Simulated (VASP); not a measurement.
# CuSi16 (a cell with a defect) in VASP: single point with PBE+D3(BJ)

Aim: the single point of CuSi16 (a cell with a defect) with PBE+D3(BJ).

All numbers are computed with VASP 6.6.1; they aren't measurements. Logs are shortened: lines on timing, memory, paths and dates and some standing lists are left out, and cuts for length are marked.

### Step 1. The cell of the first run

The cell holds a defect, 17 atoms: a = 7.679 Å, b = 7.679 Å, c = 7.679 Å, α = 60.00°, β = 60.00°, γ = 60.00°.

### Step 2. Single point, PBE+D3(BJ), collinear spin, zero start

Contents of INCAR:

```
PREC = Accurate
ENCUT = 520
EDIFF = 1E-6
ISMEAR = 0
SIGMA = 0.05
LREAL = False
LASPH = True
NELM = 200
ALGO = Normal
ISIF = 2
LWAVE = False
LCHARG = False
ISPIN = 2
MAGMOM = 0 0 0 0 0 0 0 0 0 0 0 0 0 0 0 0 0
LORBIT = 11
LMAXMIX = 4
GGA = PE
IVDW = 12
NBANDS = 56
GGA_COMPAT = False
```

Contents of KPOINTS:

```
Automatic mesh
0
Gamma
  2 2 2
```

Contents of POSCAR:

```
CuSi16
1.0
    0.0000000000      5.4300000000      5.4300000000
    5.4300000000      0.0000000000      5.4300000000
    5.4300000000      5.4300000000      0.0000000000
Si Cu
16 1
Direct
    0.0109664825     -0.0011246777     -0.0050696133
    0.1314985267      0.1237931860      0.1265593002
    0.0014576427     -0.0032438306      0.5007445672
    0.1314984346      0.1237934622      0.6178516575
   -0.0018737569      0.4981720994      0.0031991713
    0.1241716390      0.6243370166      0.1255972376
   -0.0018736648      0.4981720074      0.5002051565
    0.1221604052      0.6222804788      0.6276307551
    0.5086875691      0.0087641805      0.0027674954
    0.6405662983      0.1406869245      0.1092246777
    0.5086877532      0.0087641805      0.4794833333
    0.6269406998      0.1271244936      0.6228189687
    0.4987590239      0.5112560773     -0.0051562615
    0.6237487109      0.6315862799      0.1266111418
    0.4965644567      0.5015972376      0.5007705341
    0.6237491713      0.6315861878      0.6177563536
    0.3936931860      0.8942366483      0.8558863720
```

Potentials or basis: VASP PAW PBE potentials, release 64 (Si, Cu).

Command:

```console
> cat potpaw_PBE.64/Si/POTCAR potpaw_PBE.64/Cu/POTCAR > POTCAR
> mpirun -np 1 vasp_std > vasp.out
```

OUTCAR:

```text
PREC = Accurate
   ENCUT = 520
   EDIFF = 1E-6
   ISMEAR = 0
   LREAL = False
   LASPH = True
   NELM = 200
   ISIF = 2
   ISPIN = 2
   LORBIT = 11
   GGA = PE
   IVDW = 12
 IVDW          = 12

 ion  position               nearest neighbor table
   1  0.011  0.999  0.995-  10 2.33   6 2.35   4 2.36   2 2.36  17 2.40
   2  0.131  0.124  0.127-   3 2.35   5 2.35   1 2.36   9 2.37  17 2.72
   3  0.001  0.997  0.501-   4 2.35   2 2.35   8 2.35  12 2.35
   4  0.131  0.124  0.618-   3 2.35   7 2.35   1 2.36  11 2.37  17 2.72
   5  0.998  0.498  0.003-   2 2.35  14 2.35   6 2.35   8 2.35
   6  0.124  0.624  0.126-   7 2.35   5 2.35   1 2.35  13 2.35  17 2.93
   7  0.998  0.498  0.500-   4 2.35  16 2.35   6 2.35   8 2.35
   8  0.122  0.622  0.628-  15 2.35   3 2.35   7 2.35   5 2.35
   9  0.509  0.009  0.003-  10 2.32  17 2.36  14 2.37   2 2.37  12 2.38
  10  0.641  0.141  0.109-  11 2.32   9 2.32   1 2.33  13 2.33
  11  0.509  0.009  0.479-  10 2.32  17 2.36  16 2.37   4 2.37  12 2.38
  12  0.627  0.127  0.623-  15 2.35   3 2.35   9 2.38  11 2.38  17 2.53
  13  0.499  0.511  0.995-  10 2.33   6 2.35  14 2.36  16 2.36  17 2.41
  14  0.624  0.632  0.127-  15 2.35   5 2.35  13 2.36   9 2.37  17 2.73
  15  0.497  0.502  0.501-  14 2.35  16 2.35   8 2.35  12 2.35
  16  0.624  0.632  0.618-  15 2.35   7 2.35  13 2.36  11 2.37  17 2.73
  17  0.394  0.894  0.856-  11 2.36   9 2.36   1 2.40  13 2.41  12 2.53   4 2.72   2 2.72  14 2.73
                            16 2.73   6 2.93

  LATTYP: Found a face centered cubic cell.
 ALAT       =    10.8600000000

  Lattice vectors:

 A1 = (   0.0000000000,   5.4300000000,   5.4300000000)
 A2 = (   5.4300000000,   0.0000000000,   5.4300000000)
 A3 = (   5.4300000000,   5.4300000000,   0.0000000000)

Analysis of symmetry for initial positions (statically):
=====================================================================
 Subroutine PRICEL returns:
 Original cell was already a primitive cell.

 Routine SETGRP: Setting up the symmetry group for a
 face centered cubic supercell.

 Subroutine GETGRP returns: Found  2 space group operations
 (whereof  1 operations were pure point group operations)
 out of a pool of 48 trial point group operations.

The static configuration has the point symmetry C_1 .
 The point group associated with its full space group is C_1h.

Analysis of symmetry for dynamics (positions and initial velocities):
=====================================================================
 Subroutine PRICEL returns:
 Original cell was already a primitive cell.

 Routine SETGRP: Setting up the symmetry group for a
 face centered cubic supercell.

 Subroutine GETGRP returns: Found  2 space group operations
 (whereof  1 operations were pure point group operations)
 out of a pool of 48 trial point group operations.

The dynamic configuration has the point symmetry C_1 .
 The point group associated with its full space group is C_1h.

Analysis of structural, dynamic, and magnetic symmetry:
=====================================================================
 Subroutine PRICEL returns:
 Original cell was already a primitive cell.

 Routine SETGRP: Setting up the symmetry group for a
 face centered cubic supercell.

 Subroutine GETGRP returns: Found  2 space group operations
 (whereof  1 operations were pure point group operations)
 out of a pool of 48 trial point group operations.

The overall configuration has the point symmetry C_1 .
 The point group associated with its full space group is C_1h.

 Subroutine INISYM returns: Found  2 space group operations
 (whereof  1 operations are pure point group operations),
 and found     1 'primitive' translations

----------------------------------------------------------------------------------------

                                     Primitive cell

  volume of cell :     320.2060

  direct lattice vectors                    reciprocal lattice vectors
     0.000000000  5.430000000  5.430000000    -0.092081031  0.092081031  0.092081031
     5.430000000  0.000000000  5.430000000     0.092081031 -0.092081031  0.092081031
     5.430000000  5.430000000  0.000000000     0.092081031  0.092081031 -0.092081031

  length of vectors
     7.679179644  7.679179644  7.679179644     0.159489025  0.159489025  0.159489025

  position of ions in fractional coordinates (direct lattice)
[... 80 lines left out ...]
 SYSTEM =  unknown system
   PREC   = accura    normal or accurate (medium, high low for compatibility)
   ISTART =      0    job   : 0-new  1-cont  2-samecut
   ICHARG =      2    charge: 1-file 2-atom 10-const
   ISPIN  =      2    spin polarized calculation?
   LNONCOLLINEAR =      F non collinear calculations
   LSORBIT =      F    spin-orbit coupling
   LASPH  =      T    aspherical Exc in radial PAW
   ENCUT  =  520.0 eV  38.22 Ry    6.18 a.u.  14.28 14.28 14.28*2*pi/ulx,y,z
   NELM   =    200;   NELMIN=  2; NELMDL= -5     # of ELM steps
   EDIFF  = 0.1E-05   stopping-criterion for ELM
   LREAL  =      F    real-space projection
   EDIFFG = 0.1E-04   stopping-criterion for IOM
   NSW    =      0    number of steps for IOM
   IBRION =     -1    ionic relax: 0-MD 1-quasi-New 2-CG
   NFREE  =      0    steps in history (QN), initial steepest desc. (CG)
   ISIF   =      2    stress and relaxation
   ISYM   =      2    0-nonsym 1-usesym 2-fastsym
   POTIM  = 0.5000    time-step for ionic-motion
   TEBEG  =    0.0;   TEEND  =   0.0 temperature during run
   PSTRESS=    0.0 pullay stress
   NELECT =      75.0000    total number of electrons
   NUPDOWN=      -1.0000    fix difference up-down
   EMIN   =  10.00;   EMAX   =-10.00  energy-range for DOS
   EFERMI =   0.00;   METHOD = LEGACY
   ISMEAR =     0;   SIGMA  =   0.05  broadening in eV -4-tet -1-fermi 0-gaus
   EFERMI_NEDOS =   21; number of points for ismear=-14 and -15
   IALGO  =     38    algorithm
   IMIX   =      4    mixing-type and parameters
     AMIX     =   0.40;   BMIX     =  1.00
     AMIX_MAG =   1.60;   BMIX_MAG =  1.00
  volume/ion in A,a.u.               =      18.84       127.11
  Fermi-wavevector in a.u.,A,eV,Ry     =   1.009142  1.907001 13.855720  1.018367
  Thomas-Fermi vector in A             =   2.142052
   LORBIT       =     11    0 simple, 1 ext, 2 COOP (PROOUT), +10 PAW based schemes
   GGA     = PE    functional components
   LHFCALC =     F    Hartree Fock is set to
   AEXX    =    0.0000 exact exchange contribution
   IVDW    =    12    specifies the selected vdW correction
   LEPSILON=     F    determine dielectric tensor
   LRPA    =     F    only Hartree local field effects (RPA)
 spin polarized calculation
 Gauss-broadening in eV      SIGMA  =   0.05
  energy-cutoff  :      520.00
  volume of cell :      320.21
 maximum number of plane-waves:      8646
 NGX is ok and might be reduce to    60
   NGX = 29   NGY = 29   NGZ = 29

 number of electron      74.9999998 magnetization      -0.0001095

 number of electron      74.9999999 magnetization       0.0006521

 Free energy of the ion-electron system (eV)
  ---------------------------------------------------
  ext. energy  EPLUGINS =         0.00000000
  ---------------------------------------------------
  free energy    TOTEN  =       -87.43723308 eV

  energy without entropy =      -87.42177875  energy(sigma->0) =      -87.42950591

 E-fermi :   6.9043     XC(G=0):  -9.6651

 val. band max:        6.9002167823   @ k =   0.5000   0.0000   0.0000
 cond. band min:       6.9500962014   @ k =   0.0000   0.0000   0.0000
 fundamental gap:      0.0498794191
 Fermi energy:         6.9043495882

 spin component 1

 k-point     1 :       0.0000    0.0000    0.0000
  band No.  band energies     occupation
      1      -5.9334      1.00000
      2      -3.5544      1.00000
      3      -3.5535      1.00000
      4      -3.5359      1.00000
      5      -3.4952      1.00000
      6      -2.0022      1.00000
[... 301 lines left out ...]
     48      10.4698      0.00000
     49      10.4715      0.00000
 Fermi energy:         6.9043495882

 spin component 2

 k-point     1 :       0.0000    0.0000    0.0000
  band No.  band energies     occupation
      1      -5.9333      1.00000
      2      -3.5544      1.00000
      3      -3.5534      1.00000
      4      -3.5358      1.00000
      5      -3.4952      1.00000
      6      -2.0021      1.00000
[... 301 lines left out ...]
     48      10.4698      0.00000
     49      10.4716      0.00000
 [bands above 49 left out]

------------------------ aborting loop because EDIFF is reached ----------------------------------------

 Edisp (eV)   -5.66931

 E8    (eV) :    -2.3512

  FORCE on cell =-STRESS in cart. coord.  units (eV):
  Direction    XX          YY          ZZ          XY          YZ          ZX
  --------------------------------------------------------------------------------------
  -------------------------------------------------------------------------------------
  Total       2.90349     2.90349     3.00392     0.40572     0.01551    -0.01551
  in kB      14.52786    14.52786    15.03034     2.03007     0.07761    -0.07761
  external pressure =       14.70 kB  Pullay stress =        0.00 kB

 VOLUME and BASIS-vectors are now :
 -----------------------------------------------------------------------------
  energy-cutoff  :      520.00
  volume of cell :      320.21
      direct lattice vectors                 reciprocal lattice vectors
     0.000000000  5.430000000  5.430000000    -0.092081031  0.092081031  0.092081031
     5.430000000  0.000000000  5.430000000     0.092081031 -0.092081031  0.092081031
     5.430000000  5.430000000  0.000000000     0.092081031  0.092081031 -0.092081031

 POSITION                                       TOTAL-FORCE (eV/Angst)
 -----------------------------------------------------------------------------------
     10.82636      5.46202      5.48344         0.062837     -0.062837     -0.076577
      1.35941      1.40125      1.38623         0.044880     -0.036392      0.001028
      8.13143      2.72696      5.42030        -0.031131      0.031131     -0.024090
      4.02713      4.06897      1.38623         0.036392     -0.044880      0.001028
      2.72245      5.43720      8.12490        -0.011887     -0.012247      0.071192
      4.07214      1.35624      4.06440        -0.001538      0.001538     -0.032296
[... 9 lines left out ...]
      6.78393      6.74138      6.81647        -0.042247      0.038181      0.001516
      9.50317      6.78522      6.99346         0.000135     -0.000135     -0.035967
 -----------------------------------------------------------------------------------
    total drift:                               -0.000351     -0.000535     -0.000149

  FREE ENERGIE OF THE ION-ELECTRON SYSTEM (eV)
  ---------------------------------------------------
  free  energy   TOTEN  =       -93.1065450099 eV

  energy  without entropy=      -93.0910906794  energy(sigma->0) =      -93.09881784

 total charge

# of ion       s       p       d       tot
------------------------------------------
    1        0.732   0.970   0.000   1.701
    2        0.736   0.949   0.000   1.685
    3        0.741   0.953   0.000   1.695
    4        0.736   0.949   0.000   1.685
    5        0.742   0.954   0.000   1.695
    6        0.740   0.950   0.000   1.690
[... 9 lines left out ...]
   16        0.736   0.949   0.000   1.685
   17        0.490   0.411   9.218  10.119
--------------------------------------------------
tot         12.323  15.690   9.218  37.232

 magnetization (x)

# of ion       s       p       d       tot
------------------------------------------
    1        0.000  -0.000   0.000   0.000
    2        0.000   0.000   0.000   0.000
    3        0.000   0.000   0.000   0.000
    4        0.000   0.000   0.000   0.000
    5        0.000   0.000   0.000   0.000
    6        0.000   0.000   0.000   0.000
[... 9 lines left out ...]
   16        0.000   0.000   0.000   0.000
   17        0.000   0.000  -0.000   0.000
--------------------------------------------------
tot          0.000   0.000  -0.000   0.000
```

Wall time 8.2 min (1 thread of Intel Xeon Platinum 8259CL at 2.50GHz (Skylake/Cascade Lake), shared host); peak memory 0.73 GiB.

Results:

| Item | Value |
| --- | --- |
| Free energy | -93.1065 eV |
| Pressure | 1.5 GPa |
| Largest force | 0.179 eV/Å |
| Net moment | 0.00 μB per cell |
| Valence electrons inside the program's atomic spheres | Si 1.70, 1.69, 1.72 (each value once); Cu 10.12 |
| Dispersion energy per atom | -0.333 eV |

Forces on the atoms (eV/Å):
```
Si   0.063 -0.063 -0.077
Si   0.045 -0.036  0.001
Si  -0.031  0.031 -0.024
Si   0.036 -0.045  0.001
Si  -0.012 -0.012  0.071
Si  -0.002  0.002 -0.032
Si   0.012  0.012  0.071
Si   0.002 -0.002 -0.047
Si   0.075  0.075  0.017
Si   0.004 -0.004 -0.044
Si  -0.075 -0.075  0.017
Si  -0.002  0.002  0.179
Si  -0.065  0.065 -0.079
Si  -0.038  0.042  0.002
Si   0.030 -0.030 -0.023
Si  -0.042  0.038  0.002
Cu   0.000  0.000 -0.036
```

Stress tensor (GPa, compression positive):
```
 1.45  0.20 -0.01
 0.20  1.45  0.01
-0.01  0.01  1.50
```

Caveat: the k points lie up to 0.50 Å⁻¹ apart; no moment was typed at the start, so none could form.
